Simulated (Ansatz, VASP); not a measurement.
**SiO2: VASP beside Ansatz**

```
Si O
1.0
     0.00000    3.69986    3.69986
     3.69986    0.00000    3.69986
     3.69986    3.69986    0.00000
Si O
2 4
Cartesian
  3.6999 3.6999 3.6999
  5.5498 5.5498 5.5498
  4.6248 4.6248 4.6248
  4.6248 2.7749 2.7749
  2.7749 2.7749 4.6248
  2.7749 4.6248 2.7749
```

Alike in both runs: task relaxation of cell and atoms; functional r2SCAN; k mesh 6 × 6 × 6; occupations gaussian, width 0.02 eV; no spin polarisation.

```csv
,VASP,Ansatz
version,VASP 6.6.1,Ansatz 0.2.0
potentials or method,"VASP PAW PBE potentials, release 64 (Si, O), cutoff 600 eV","scalar-relativistic, plane waves, PAW"
valence electrons in the cell,32,32
```

Ansatz gave:

```
gap on the k mesh at the Fermi level, each at its own relaxed structure (eV) : 6.05
relaxed volume (Å³/atom)                                                     : 16.89
relaxed cell length with the largest relative difference (Å)                 : 5.233
```

Question: What did VASP give for the same quantities?

Answer: gap on the k mesh at the Fermi level, each at its own relaxed structure (eV): 6.05; relaxed volume (Å³/atom): 16.88; relaxed cell length with the largest relative difference (Å): 5.232.

VASP's potentials were made for PBE, not for r2SCAN.

Noted on VASP's run: the relaxation stopped at its first step, so nothing moved.
